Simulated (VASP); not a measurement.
# Na (R-3m) in VASP: notebook

Na is run at these levels: r2SCAN; tasks: single point.

Everything below comes from runs of VASP 6.6.1. Logs are shortened: lines on timing, memory, paths and dates and some standing lists are left out, and cuts for length are marked.

### 1 The cell of the first run

It takes space group R-3m (No. 166, trigonal). The conventional cell has a = 8.175 Å, b = 8.175 Å, c = 28.470 Å, α = 90.00°, β = 90.00°, γ = 120.00°. Within 4.5 Å of Na (site symmetry m) lie 8 Na at 3.43 to 4.46 Å. Within 4.3 Å of Na (site symmetry m) lie 7 Na at 3.29 to 3.90 Å.

### 2 Single point, r2SCAN

File POSCAR:

```
Na
1.0
    4.0873360434      2.3598245649      9.4898803237
   -4.0873360434      2.3598245649      9.4898803237
    0.0000000000     -4.7196491298      9.4898803237
Na
12
Direct
    0.0760662565      0.5303360833      0.0760662565
    0.0760662565      0.0760662565      0.5303360833
    0.5303360833      0.0760662565      0.0760662565
    0.9239337435      0.4696639167      0.9239337435
    0.4696639167      0.9239337435      0.9239337435
    0.9239337435      0.9239337435      0.4696639167
    0.2271395578      0.6387192043      0.2271395578
    0.2271395578      0.2271395578      0.6387192043
    0.6387192043      0.2271395578      0.2271395578
    0.7728604422      0.3612807957      0.7728604422
    0.3612807957      0.7728604422      0.7728604422
    0.7728604422      0.7728604422      0.3612807957
```

File INCAR.step1:

```
  PREC = Accurate
  ENCUT = 520
  ISMEAR = 0
  SIGMA = 0.1
  LREAL = F
  LASPH = T
  NELM = 100
  NBANDS = 54
  GGA = PE
  ALGO = Normal
  EDIFF = 1E-4
  LWAVE = T
  LCHARG = F
```

File INCAR.step2:

```
  PREC = Accurate
  ENCUT = 520
  EDIFF = 1E-6
  ISMEAR = 0
  SIGMA = 0.1
  LREAL = F
  LASPH = T
  NELM = 100
  ALGO = Normal
  ISIF = 2
  LWAVE = F
  LCHARG = F
  METAGGA = R2SCAN
  LMIXTAU = T
  NBANDS = 54
  ISTART = 1
```

File KPOINTS:

```
regular mesh
0
Gamma
  3 3 3
```

Potentials or basis: VASP PAW PBE potentials, release 64 (Na_pv).

Command:

```sh
$ cat potpaw_PBE.64/Na_pv/POTCAR > POTCAR
$ cp INCAR.step1 INCAR
$ mpirun -np 1 vasp_std > vasp.out
$ cp INCAR.step2 INCAR
$ mpirun -np 1 vasp_std > vasp.out
```

OUTCAR:

```text
PREC = Accurate
   ENCUT = 520
   EDIFF = 1E-6
   ISMEAR = 0
   LREAL = F
   LASPH = T
   NELM = 100
   ISIF = 2
   METAGGA = R2SCAN
   ISTART = 1

 ion  position               nearest neighbor table
   1  0.076  0.530  0.076-
   2  0.076  0.076  0.530-
   3  0.530  0.076  0.076-
   4  0.924  0.470  0.924-
   5  0.470  0.924  0.924-
   6  0.924  0.924  0.470-
   7  0.227  0.639  0.227-
   8  0.227  0.227  0.639-
   9  0.639  0.227  0.227-
  10  0.773  0.361  0.773-
  11  0.361  0.773  0.773-
  12  0.773  0.773  0.361-

  LATTYP: Found a trigonal (rhomboedric) cell.
 ALAT       =    10.5987223979
 COS(alpha) =     0.7025570695

  Lattice vectors:

 A1 = (   4.0873360434,   2.3598245649,   9.4898803237)
 A2 = (  -4.0873360434,   2.3598245649,   9.4898803237)
 A3 = (   0.0000000000,  -4.7196491298,   9.4898803237)

Analysis of symmetry for initial positions (statically):
=====================================================================
 Subroutine PRICEL returns:
 Original cell was already a primitive cell.

 Routine SETGRP: Setting up the symmetry group for a
 trigonal (rhombohedral) supercell.

 Subroutine GETGRP returns: Found 12 space group operations
 (whereof 12 operations were pure point group operations)
 out of a pool of 12 trial point group operations.

The static configuration has the point symmetry D_3d.

Analysis of symmetry for dynamics (positions and initial velocities):
=====================================================================
 Subroutine PRICEL returns:
 Original cell was already a primitive cell.

 Routine SETGRP: Setting up the symmetry group for a
 trigonal (rhombohedral) supercell.

 Subroutine GETGRP returns: Found 12 space group operations
 (whereof 12 operations were pure point group operations)
 out of a pool of 12 trial point group operations.

The dynamic configuration has the point symmetry D_3d.

 Subroutine INISYM returns: Found 12 space group operations
 (whereof 12 operations are pure point group operations),
 and found     1 'primitive' translations

----------------------------------------------------------------------------------------

                                     Primitive cell

  volume of cell :     549.2019

  direct lattice vectors                    reciprocal lattice vectors
     4.087336043  2.359824565  9.489880324     0.122329066  0.070626719  0.035125136
    -4.087336043  2.359824565  9.489880324    -0.122329066  0.070626719  0.035125136
     0.000000000 -4.719649130  9.489880324     0.000000000 -0.141253438  0.035125136

  length of vectors
    10.598722398 10.598722398 10.598722398     0.145555175  0.145555175  0.145555175

  position of ions in fractional coordinates (direct lattice)
     0.076066256  0.530336083  0.076066256
     0.076066256  0.076066256  0.530336083
     0.530336083  0.076066256  0.076066256
     0.923933744  0.469663917  0.923933744
     0.469663917  0.923933744  0.923933744
     0.923933744  0.923933744  0.469663917
     0.227139558  0.638719204  0.227139558
     0.227139558  0.227139558  0.638719204
     0.638719204  0.227139558  0.227139558
     0.772860442  0.361280796  0.772860442
     0.361280796  0.772860442  0.772860442
     0.772860442  0.772860442  0.361280796

  ion indices of the primitive-cell ions
   primitive index   ion index
                 1           1
                 2           2
                 3           3
                 4           4
                 5           5
                 6           6
                 7           7
                 8           8
                 9           9
                10          10
                11          11
                12          12

----------------------------------------------------------------------------------------

 KPOINTS: regular mesh

Automatic generation of k-mesh.
 Grid dimensions read from file:
 generate k-points for:    3    3    3

 Generating k-lattice:

  Cartesian coordinates                     Fractional coordinates (reciprocal lattice)
     0.040776355  0.023542240  0.011708379     0.333333333  0.000000000  0.000000000
    -0.040776355  0.023542240  0.011708379     0.000000000  0.333333333  0.000000000
     0.000000000 -0.047084479  0.011708379     0.000000000  0.000000000  0.333333333

  Length of vectors
     0.048518392  0.048518392  0.048518392

  Shift w.r.t. Gamma in fractional coordinates (k-lattice)
     0.000000000  0.000000000  0.000000000

 Subroutine IBZKPT returns following result:
 ===========================================

 Found      6 irreducible k-points:

 Following reciprocal coordinates:
            Coordinates               Weight
  0.000000  0.000000  0.000000      1.000000
  0.333333 -0.000000 -0.000000      6.000000
  0.333333  0.333333 -0.000000      6.000000
 -0.333333  0.333333  0.000000      6.000000
  0.333333  0.333333  0.333333      2.000000
 -0.333333  0.333333  0.333333      6.000000
   k-points           NKPTS =      6   k-points in BZ     NKDIM =      6   number of bands    NBANDS=     54
   number of dos      NEDOS =    301   number of ions     NIONS =     12
   total plane-waves  NPLWV = 512000
   dimension x,y,z NGX =    80 NGY =   80 NGZ =   80
   dimension x,y,z NGXF=   160 NGYF=  160 NGZF=  160
   ions per type =              12
   NGX,Y,Z   is equivalent  to a cutoff of  12.55, 12.55, 12.55 a.u.
   NGXF,Y,Z  is equivalent  to a cutoff of  25.10, 25.10, 25.10 a.u.
 SYSTEM =  unknown system
   PREC   = accura    normal or accurate (medium, high low for compatibility)
   ISTART =      1    job   : 0-new  1-cont  2-samecut
   ICHARG =      0    charge: 1-file 2-atom 10-const
   ISPIN  =      1    spin polarized calculation?
   LNONCOLLINEAR =      F non collinear calculations
   LSORBIT =      F    spin-orbit coupling
   LASPH  =      T    aspherical Exc in radial PAW
   ENCUT  =  520.0 eV  38.22 Ry    6.18 a.u.  19.71 19.71 19.71*2*pi/ulx,y,z
   NELM   =    100;   NELMIN=  2; NELMDL=  0     # of ELM steps
   EDIFF  = 0.1E-05   stopping-criterion for ELM
   LREAL  =      F    real-space projection
   EDIFFG = 0.1E-04   stopping-criterion for IOM
   NSW    =      0    number of steps for IOM
   IBRION =     -1    ionic relax: 0-MD 1-quasi-New 2-CG
   NFREE  =      0    steps in history (QN), initial steepest desc. (CG)
   ISIF   =      2    stress and relaxation
   ISYM   =      2    0-nonsym 1-usesym 2-fastsym
   POTIM  = 0.5000    time-step for ionic-motion
   TEBEG  =    0.0;   TEEND  =   0.0 temperature during run
   PSTRESS=    0.0 pullay stress
   NELECT =      84.0000    total number of electrons
   NUPDOWN=      -1.0000    fix difference up-down
   EMIN   =  10.00;   EMAX   =-10.00  energy-range for DOS
   EFERMI =   0.00;   METHOD = LEGACY
   ISMEAR =     0;   SIGMA  =   0.10  broadening in eV -4-tet -1-fermi 0-gaus
   EFERMI_NEDOS =   21; number of points for ismear=-14 and -15
   IALGO  =     38    algorithm
   IMIX   =      4    mixing-type and parameters
     AMIX     =   0.40;   BMIX     =  1.00
     AMIX_MAG =   1.60;   BMIX_MAG =  1.00
  volume/ion in A,a.u.               =      45.77       308.85
  Fermi-wavevector in a.u.,A,eV,Ry     =   0.875502  1.654459 10.428922  0.766504
  Thomas-Fermi vector in A             =   1.995182
   LORBIT       =      0    0 simple, 1 ext, 2 COOP (PROOUT), +10 PAW based schemes
   METAGGA = R2SCAN    functional components
   LHFCALC =     F    Hartree Fock is set to
   AEXX    =    0.0000 exact exchange contribution
   IVDW    =     0    specifies the selected vdW correction
   LEPSILON=     F    determine dielectric tensor
   LRPA    =     F    only Hartree local field effects (RPA)
 non-spin polarized calculation
 Gauss-broadening in eV      SIGMA  =   0.10
  energy-cutoff  :      520.00
  volume of cell :      549.20
 maximum number of plane-waves:     14807
   NGX = 39   NGY = 39   NGZ = 39

 number of electron      83.9999983 magnetization

 Free energy of the ion-electron system (eV)
  ---------------------------------------------------
  ext. energy  EPLUGINS =         0.00000000
  ---------------------------------------------------
  free energy    TOTEN  =       -40.27769804 eV

  energy without entropy =      -40.23773762  energy(sigma->0) =      -40.25771783

 E-fermi :  -0.2166     XC(G=0):  -6.2513

 val. band max:       -0.3105318650   @ k =  -0.3333   0.3333   0.3333
 cond. band min:      -0.1938862525   @ k =   0.3333   0.3333   0.3333
 fundamental gap:      0.1166456125
 Fermi energy:        -0.2166395623

 k-point     1 :       0.0000    0.0000    0.0000
  band No.  band energies     occupation
      1     -26.6589      2.00000
      2     -26.6573      2.00000
      3     -26.6573      2.00000
      4     -26.6506      2.00000
      5     -26.6506      2.00000
      6     -26.6486      2.00000
[... 46 lines left out ...]
     53       2.6908      0.00000
     54       3.0655      0.00000

 k-point     2 :       0.3333   -0.0000   -0.0000
  band No.  band energies     occupation
      1     -26.6585      2.00000
      2     -26.6576      2.00000
      3     -26.6572      2.00000
      4     -26.6504      2.00000
      5     -26.6497      2.00000
      6     -26.6485      2.00000
[... 46 lines left out ...]
     53       2.9229      0.00000
     54       3.1694      0.00000

 k-point     3 :       0.3333    0.3333   -0.0000
  band No.  band energies     occupation
      1     -26.6586      2.00000
      2     -26.6576      2.00000
      3     -26.6571      2.00000
      4     -26.6505      2.00000
      5     -26.6497      2.00000
      6     -26.6485      2.00000
[... 46 lines left out ...]
     53       2.3256      0.00000
     54       2.6117      0.00000

 k-point     4 :      -0.3333    0.3333    0.0000
  band No.  band energies     occupation
      1     -26.6582      2.00000
      2     -26.6580      2.00000
      3     -26.6571      2.00000
      4     -26.6502      2.00000
      5     -26.6490      2.00000
      6     -26.6489      2.00000
[... 46 lines left out ...]
     53       2.7532      0.00000
     54       3.2404      0.00000

 k-point     5 :       0.3333    0.3333    0.3333
  band No.  band energies     occupation
      1     -26.6591      2.00000
      2     -26.6571      2.00000
      3     -26.6571      2.00000
      4     -26.6506      2.00000
      5     -26.6506      2.00000
      6     -26.6486      2.00000
[... 46 lines left out ...]
     53       1.8439      0.00000
     54       1.8439      0.00000

 k-point     6 :      -0.3333    0.3333    0.3333
  band No.  band energies     occupation
      1     -26.6588      2.00000
      2     -26.6575      2.00000
      3     -26.6571      2.00000
      4     -26.6505      2.00000
      5     -26.6497      2.00000
      6     -26.6485      2.00000
[... 46 lines left out ...]
     53       2.6912      0.00000
     54       2.9186      0.00000

------------------------ aborting loop because EDIFF is reached ----------------------------------------

  FORCE on cell =-STRESS in cart. coord.  units (eV):
  Direction    XX          YY          ZZ          XY          YZ          ZX
  --------------------------------------------------------------------------------------
  -------------------------------------------------------------------------------------
  Total       -0.0129898     -0.0129898      1.0736849      0.0000000      0.0000000      0.0000000
  in kB       -0.0378949     -0.0378949      3.1322425      0.0000000      0.0000000      0.0000000
  external PRESSURE =       1.0188176 kB  Pullay stress =       0.0000000 kB

 VOLUME and BASIS-vectors are now :
 -----------------------------------------------------------------------------
  energy-cutoff  :      520.00
  volume of cell :      549.20
      direct lattice vectors                 reciprocal lattice vectors
     4.087336043  2.359824565  9.489880324     0.122329066  0.070626719  0.035125136
    -4.087336043  2.359824565  9.489880324    -0.122329066  0.070626719  0.035125136
     0.000000000 -4.719649130  9.489880324     0.000000000 -0.141253438  0.035125136

 POSITION                                       TOTAL-FORCE (eV/Angst)
 -----------------------------------------------------------------------------------
     -1.85675      1.07200      6.47655        -0.011969      0.006910      0.006870
      0.00000     -2.14399      6.47655         0.000000     -0.013820      0.006870
      1.85675      1.07200      6.47655         0.011969      0.006910      0.006870
      1.85675     -1.07200     21.99310         0.011969     -0.006910     -0.006870
     -1.85675     -1.07200     21.99310        -0.011969     -0.006910     -0.006870
      0.00000      2.14399     21.99310         0.000000      0.013820     -0.006870
     -1.68226      0.97126     10.37242         0.009497     -0.005483     -0.022432
      0.00000     -1.94251     10.37242         0.000000      0.010966     -0.022432
      1.68226      0.97126     10.37242        -0.009497     -0.005483     -0.022432
      1.68226     -0.97126     18.09722        -0.009497      0.005483      0.022432
     -1.68226     -0.97126     18.09722         0.009497      0.005483      0.022432
      0.00000      1.94251     18.09722         0.000000     -0.010966      0.022432
 -----------------------------------------------------------------------------------
    total drift:                               -0.000000      0.000000     -0.000000

  FREE ENERGIE OF THE ION-ELECTRON SYSTEM (eV)
  ---------------------------------------------------
  free  energy   TOTEN  =       -40.2776980371 eV

  energy  without entropy=      -40.2377376226  energy(sigma->0) =      -40.25771783
```

It took 34 min on 1 thread of Intel Xeon Platinum 8488C (Sapphire Rapids), shared host; peak memory 1.1 GiB.

Results:

| Item | Value |
| --- | --- |
| Free energy | -40.2777 eV |
| Pressure | 0.1 GPa |
| Largest force | 0.025 eV/Å |
| Band gap on the k mesh | zero (bands 42 and 43 overlap by 0.48 eV) |

Forces on the atoms (eV/Å):
```
Na  -0.012  0.007  0.007
Na   0.000 -0.014  0.007
Na   0.012  0.007  0.007
Na   0.012 -0.007 -0.007
Na  -0.012 -0.007 -0.007
Na   0.000  0.014 -0.007
Na   0.009 -0.005 -0.022
Na   0.000  0.011 -0.022
Na  -0.009 -0.005 -0.022
Na  -0.009  0.005  0.022
Na   0.009  0.005  0.022
Na   0.000 -0.011  0.022
```

Stress tensor (GPa, compression positive):
```
0.00 0.00 0.00
0.00 0.00 0.00
0.00 0.00 0.31
```

Caveat: the PAW data sets were made with another functional, which shifts forces and pressure a little.

### 3 Single point, r2SCAN

This run uses another cell than the first one, of 39.31 Å³/atom.

File POSCAR:

```
Na
1.0
    4.3063170215      2.4862532916      7.3440023585
   -4.3063170215      2.4862532916      7.3440023585
    0.0000000000     -4.9725065831      7.3440023585
Na
12
Direct
    0.0101900000      0.6536100000      0.0101900000
    0.0101900000      0.0101900000      0.6536100000
    0.6536100000      0.0101900000      0.0101900000
    0.9898100000      0.3463900000      0.9898100000
    0.3463900000      0.9898100000      0.9898100000
    0.9898100000      0.9898100000      0.3463900000
    0.2211800000      0.6306000000      0.2211800000
    0.2211800000      0.2211800000      0.6306000000
    0.6306000000      0.2211800000      0.2211800000
    0.7788200000      0.3694000000      0.7788200000
    0.3694000000      0.7788200000      0.7788200000
    0.7788200000      0.7788200000      0.3694000000
```

INCAR.step1 is that of step 2.

INCAR.step2: that of step 2 with these lines changed.

```diff
@@ -2,3 +2,3 @@
   ENCUT = 520
-  EDIFF = 1E-6
+  EDIFF = 1E-7
   ISMEAR = 0
```

KPOINTS is that of step 2.

Potentials or basis: VASP PAW PBE potentials, release 64 (Na_pv).

Command:

```sh
$ cat potpaw_PBE.64/Na_pv/POTCAR > POTCAR
$ cp INCAR.step1 INCAR
$ mpirun -np 1 vasp_std > vasp.out
$ cp INCAR.step2 INCAR
$ mpirun -np 1 vasp_std > vasp.out
```

Run time: 29 min. Hardware: 1 thread of Intel Xeon Platinum 8488C (Sapphire Rapids), shared host; peak memory 0.82 GiB.

It converged, with:

* Free energy: -38.2745 eV
* Pressure: 2.3 GPa
* Largest force: 0.607 eV/Å
* Band gap on the k mesh: zero (bands 42 and 43 overlap by 0.61 eV)

Forces on the atoms (eV/Å):
```
Na   0.343 -0.198 -0.183
Na   0.000  0.396 -0.183
Na  -0.343 -0.198 -0.183
Na  -0.343  0.198  0.183
Na   0.343  0.198  0.183
Na   0.000 -0.396  0.183
Na   0.509 -0.294  0.151
Na   0.000  0.588  0.151
Na  -0.509 -0.294  0.151
Na  -0.509  0.294 -0.151
Na   0.509  0.294 -0.151
Na   0.000 -0.588 -0.151
```

Stress tensor (GPa, compression positive):
```
2.26 0.00 0.00
0.00 2.26 0.00
0.00 0.00 2.50
```

Levels at points of the mesh, in eV from the Fermi level:
```csv
k point,band 39,band 40,band 41,band 42,band 43,band 44,band 45,band 46
"(0.00, 0.00, 0.00)",-0.69,-0.69,-0.69,-0.63,-0.41,-0.41,-0.04,0.47
```

Caveat: the PAW data sets were made with another functional, which shifts forces and pressure a little.
